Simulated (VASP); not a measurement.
# Zn12O13 in VASP: further runs, part 2 of 2

VASP 6.6.1. Earlier steps stand in the parts before.

### Step 4. Single point, PBE, collinear spin, zero start

INCAR

```
SYSTEM = Zn12O13
  PREC = Accurate
  ENCUT = 520
  EDIFF = 1E-7
  ISMEAR = 0
  SIGMA = 0.02
  LREAL = Auto
  LASPH = .True.
  NELM = 150
  ALGO = Normal
  ISIF = 2
  LWAVE = .False.
  LCHARG = .True.
  ISPIN = 2
  MAGMOM = 0 0 0 0 0 0 0 0 0 0 0 0 0 0 0 0 0 0 0 0 0 0 0 0 0
  LORBIT = 11
  GGA = PE
  LELF = .True.
  LVHAR = .True.
  NBANDS = 133
```

KPOINTS

```
regular mesh
0
Gamma
  2 2 1
  0 0 0
```

POSCAR

```
Zn12O13
1.0
    6.4986160000      0.0000000000      0.0000000000
    0.0000000000      5.2057090000      0.0000000000
    0.0000000000      0.0000000000     18.5659610000
Zn O
12 13
Direct
    0.2500000000      0.4999999040      0.0538620112
    0.0000000000      0.0000000000      0.1043843085
   -0.0030241824      0.5072642362      0.2093921236
    0.2489166924      0.0041709976      0.2610005483
    0.2449224573      0.4969280841      0.3656183485
   -0.0151803092     -0.0098163382      0.4118220974
    0.7500000000      0.4999999040      0.0538620112
    0.5000000000      0.0000000000      0.1043843085
    0.5009912880      0.5063852013      0.2097732512
    0.7498195000      0.0125306659      0.2560784222
    0.7308742354      0.5006386258      0.3698682228
    0.5028956935      0.0064098858      0.4044287823
    0.0000000000      0.3790100445      0.1043843085
    0.2500000000      0.8790099485      0.0538620112
    0.2469936676      0.3869797563      0.2603819969
    0.0018345445      0.8876327893      0.2091034232
   -0.0050809280      0.3737565815      0.4208728544
    0.2410219345      0.8768995731      0.3670512935
    0.5000000000      0.3790100445      0.1043843085
    0.7500000000      0.8790099485      0.0538620112
    0.7496240738      0.3940297085      0.2633763477
    0.4965477265      0.8872284256      0.2093397697
    0.4795294875      0.3603609038      0.4116416058
    0.7463967713      0.8873408022      0.3564745719
    0.8315335142      0.5707458869      0.4708684350
```

Started as:

```
> cat potpaw_PBE.64/Zn/POTCAR potpaw_PBE.64/O/POTCAR > POTCAR
> mpirun -np 1 vasp_std > vasp.out
```

It took 47 min on 1 thread of Oxide Virtual Turin-like, shared host; peak memory 1 GiB.

Results (log left out):

```
Free energy                                           : -105.4185 eV
Largest force                                         : 2.465 eV/Å
Band gap on the k mesh                                : 0.40 eV (least direct gap 0.58 eV)
Net moment                                            : 0.00 μB per cell
Valence electrons inside the program's atomic spheres : Zn 10.71, 10.82, 10.80, 10.84, 10.72, 10.78, 10.86, 10.85 (each value once); O 4.99, 4.94, 5.00, 4.87, 4.98, 5.02, 4.75 (each value once)
```

Forces in eV/Å, atoms in the order of the input:
```
Zn  -0.005  1.223  0.991
Zn   0.056 -0.765 -0.587
Zn  -0.007  0.014 -0.095
Zn  -0.024 -0.021  0.005
Zn  -0.149 -0.014  0.050
Zn  -0.168 -0.253  0.438
Zn   0.007  1.199  0.977
Zn  -0.056 -0.777 -0.574
Zn  -0.046 -0.006 -0.063
Zn  -0.007  0.013 -0.062
Zn  -0.462  0.059 -0.386
Zn  -0.169  0.068 -0.246
O   -0.044  0.168 -0.407
O    0.000 -0.596  0.037
O   -0.081  0.005  0.077
O   -0.016  0.016 -0.028
O   -0.635  0.418  0.802
O   -0.252  0.056 -0.008
O    0.022  0.169 -0.346
O   -0.009 -0.578  0.089
O   -0.003 -0.006 -0.158
O   -0.030  0.008 -0.017
O   -0.119  0.130  0.103
O   -0.126  0.024  0.011
O    2.325 -0.553 -0.603
```

Levels at points of the mesh, in eV from the valence-band top:
Spin up:
| k point | band 109 | band 110 | band 111 | band 112 | band 113 | band 114 |
| --- | --- | --- | --- | --- | --- | --- |
| (0.00, 0.00, 0.00) | -0.57 | -0.24 | -0.17 | 0.40 | 1.31 | 1.67 |
| (0.50, 0.00, 0.00) | -0.70 | -0.54 | 0.00 | 1.22 | 1.89 | 1.92 |
| (0.00, 0.50, 0.00) | -0.59 | -0.44 | -0.18 | 1.15 | 2.07 | 2.87 |
| (0.50, 0.50, 0.00) | -0.77 | -0.55 | -0.06 | 1.19 | 2.69 | 2.70 |
Spin down:
```csv
k point,band 109,band 110,band 111,band 112,band 113,band 114
"(0.00, 0.00, 0.00)",-0.57,-0.24,-0.17,0.40,1.31,1.67
"(0.50, 0.00, 0.00)",-0.70,-0.54,0.00,1.22,1.89,1.92
"(0.00, 0.50, 0.00)",-0.59,-0.44,-0.18,1.15,2.07,2.87
"(0.50, 0.50, 0.00)",-0.77,-0.55,-0.06,1.19,2.69,2.70
```

Caveat: the k points lie up to 0.60 Å⁻¹ apart; there is no dipole correction, which matters where the two faces differ; semilocal functionals underestimate gaps, and a narrow one can read as zero.

### Step 5. Single point, PBE, collinear spin, zero start

INCAR

```
PREC = Accurate ; ENCUT = 520
EDIFF = 1E-7 ; ISMEAR = 0
SIGMA = 0.02 ; LREAL = Auto
LASPH = T ; NELM = 150
ALGO = Normal ; ISIF = 2
LWAVE = F ; LCHARG = F
ISPIN = 2 ; MAGMOM = 0 0 0 0 0 0 0 0 0 0 0 0 0 0 0 0 0 0 0 0 0 0 0 0 0
LORBIT = 11 ; GGA = PE
NBANDS = 133
```

KPOINTS

```
Automatic mesh
0
Gamma
  2 2 1
```

POSCAR

```
Zn12O13
1.0
    6.4986160000      0.0000000000      0.0000000000
    0.0000000000      5.2057090000      0.0000000000
    0.0000000000      0.0000000000     18.5659610000
Zn O
12 13
Direct
    0.2500000000      0.4999999040      0.0538620112
    0.0000000000      0.0000000000      0.1043843085
   -0.0010217560      0.5063850092      0.2097731973
    0.2510517624      0.0041708056      0.2610006021
    0.2550259932      0.4969278921      0.3656182947
   -0.0029449347      0.0064125751      0.4044279744
    0.7500000000      0.4999999040      0.0538620112
    0.5000000000      0.0000000000      0.1043843085
    0.5029935605      0.5072644283      0.2093922852
    0.7501486470      0.0125308579      0.2560784222
    0.7690754462      0.5006397784      0.3698684383
    0.5151306063     -0.0098230616      0.4118236594
    0.0000000000      0.3790100445      0.1043843085
    0.2500000000      0.8790099485      0.0538620112
    0.2529750950      0.3869797563      0.2603822662
    0.0034208822      0.8872284256      0.2093399313
    0.0204188092      0.3603635931      0.4116425215
    0.2589285165      0.8768999573      0.3670512935
    0.5000000000      0.3790100445      0.1043843085
    0.7500000000      0.8790099485      0.0538620112
    0.7503449965      0.3940295164      0.2633761323
    0.4981340642      0.8876325972      0.2091033155
    0.5050289169      0.3737540842      0.4208721003
    0.7535539875      0.8873413785      0.3564746797
    0.6684024722      0.5707485762      0.4708670346
```

Started as:

```
> cat potpaw_PBE.64/Zn/POTCAR potpaw_PBE.64/O/POTCAR > POTCAR
> mpirun -np 1 vasp_std > vasp.out
```

Wall time 45 min (1 thread of Oxide Virtual Turin-like, shared host); peak memory 1 GiB.

Results (log left out):

```yaml
Free_energy: -105.4187 eV
Largest_force: 2.464 eV/Å
Band_gap_on_the_k_mesh: 0.40 eV (least direct gap 0.58 eV)
Net_moment: 0.00 μB per cell
Valence_electrons_inside_the_program's_atomic_spheres: Zn 10.71, 10.82, 10.78, 10.80, 10.84, 10.85, 10.86, 10.72 (each value once); O 4.98, 4.94, 4.99, 5.00, 4.87, 5.02, 4.75 (each value once)
```

Forces on the atoms (eV/Å):
```
Zn   0.006  1.223  0.991
Zn   0.056 -0.777 -0.574
Zn   0.046 -0.006 -0.063
Zn   0.025 -0.021  0.005
Zn   0.149 -0.014  0.050
Zn   0.169  0.068 -0.246
Zn  -0.007  1.199  0.977
Zn  -0.056 -0.765 -0.587
Zn   0.007  0.014 -0.095
Zn   0.007  0.013 -0.062
Zn   0.462  0.059 -0.386
Zn   0.168 -0.253  0.439
O   -0.022  0.169 -0.346
O    0.000 -0.596  0.037
O    0.081  0.005  0.077
O    0.030  0.008 -0.017
O    0.119  0.130  0.103
O    0.252  0.057 -0.008
O    0.044  0.168 -0.407
O    0.009 -0.578  0.089
O    0.003 -0.006 -0.158
O    0.016  0.016 -0.029
O    0.635  0.418  0.801
O    0.126  0.024  0.010
O   -2.325 -0.553 -0.603
```

Levels at points of the mesh, in eV from the valence-band top:
Spin up:
```tsv
k point	band 108	band 109	band 110	band 111	band 112	band 113	band 114	band 115
(0.00, 0.00, 0.00)	-0.67	-0.57	-0.24	-0.17	0.40	1.31	1.67	2.98
(0.50, 0.00, 0.00)	-0.76	-0.70	-0.54	0.00	1.22	1.89	1.92	2.63
(0.00, 0.50, 0.00)	-0.70	-0.59	-0.44	-0.18	1.15	2.07	2.87	3.57
(0.50, 0.50, 0.00)	-0.81	-0.77	-0.55	-0.06	1.19	2.69	2.70	3.41
```
Spin down:
| k point | band 107 | band 108 | band 109 | band 110 | band 111 | band 112 | band 113 | band 114 | band 115 | band 116 |
| --- | --- | --- | --- | --- | --- | --- | --- | --- | --- | --- |
| (0.00, 0.00, 0.00) | -0.79 | -0.67 | -0.57 | -0.24 | -0.17 | 0.40 | 1.31 | 1.67 | 2.98 | 3.28 |
| (0.50, 0.00, 0.00) | -0.86 | -0.76 | -0.70 | -0.54 | 0.00 | 1.22 | 1.89 | 1.92 | 2.63 | 2.72 |
| (0.00, 0.50, 0.00) | -0.90 | -0.70 | -0.59 | -0.44 | -0.18 | 1.15 | 2.07 | 2.87 | 3.57 | 3.67 |
| (0.50, 0.50, 0.00) | -0.98 | -0.81 | -0.77 | -0.55 | -0.06 | 1.19 | 2.69 | 2.70 | 3.41 | 3.60 |

Caveat: the k points lie up to 0.60 Å⁻¹ apart; there is no dipole correction, which matters where the two faces differ; semilocal functionals underestimate gaps, and a narrow one can read as zero.

### Step 6. The runs side by side

```tsv
cell	gap on the mesh (eV)	moment (μB)	largest force (eV/Å)
as given, atomic positions A	0.47	0.00	1.56
as given, atomic positions B	0.10	0.00	1.99
as given, atomic positions C	0.40	0.00	2.46
as given, atomic positions D	0.40	0.00	2.46
```

Alike in all rows: task single point; level PBE; potentials or basis VASP PAW PBE potentials, release 64 (Zn, O); spin collinear, zero start; k mesh 2 × 2 × 1; cutoff (eV) 520; smearing gaussian 0.02 eV.

Caveats: all runs use coarse meshes; there is no dipole correction, which matters where the two faces differ; semilocal functionals underestimate gaps, and a narrow one can read as zero.

Absolute energies hang on the potentials; compare differences alone.
